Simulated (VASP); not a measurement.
Crystal: Bi.

```xyz
1
Lattice="0.0000 2.5198 2.5198 2.5198 0.0000 2.5198 2.5198 2.5198 0.0000" Properties=species:S:1:pos:R:3 pbc="T T T"
Bi    0.0000    0.0000    0.0000
```

This isn't the form of Bi at room conditions, which is rhombohedral.

* Program: VASP 6.6.1
* Task: relaxation of cell and atoms
* Functional: PBEsol
* Potentials or basis: VASP PAW PBE potentials, release 64 (Bi_d)
* Cutoff: 600 eV
* k mesh: 15 × 15 × 15
* Occupations: fermi-dirac, width 0.05 eV
* Spin: no spin polarisation

At the start: pressure -3.2 GPa; volume 32.00 Å³/atom.

**Question.** Where does the relaxation end?

**Answer.** Over 3 steps the energy falls by 20.2 meV/atom and the volume is 30.09 Å³/atom (-6.0 %); space group Fm-3m (No. 225, to 0.1 Å) before and after.

The path:
| step | energy change (eV) | largest force (eV/Å) | pressure (GPa) | volume (Å³) |
| --- | --- | --- | --- | --- |
| 1 | 0.0000 | 0.0000 | -3.20 | 32.00 |
| 2 | -0.0143 | 0.0000 | 2.07 | 29.13 |
| 3 | -0.0202 | 0.0000 | -0.02 | 30.09 |

Final structure:
```xyz
1
Lattice="0.0000 2.4686 2.4686 2.4686 0.0000 2.4686 2.4686 2.4686 0.0000" Properties=species:S:1:pos:R:3 pbc="T T T"
Bi    0.0000    0.0000    0.0000
```

Caveat: the PAW data sets were made with another functional, which shifts forces and pressure a little.
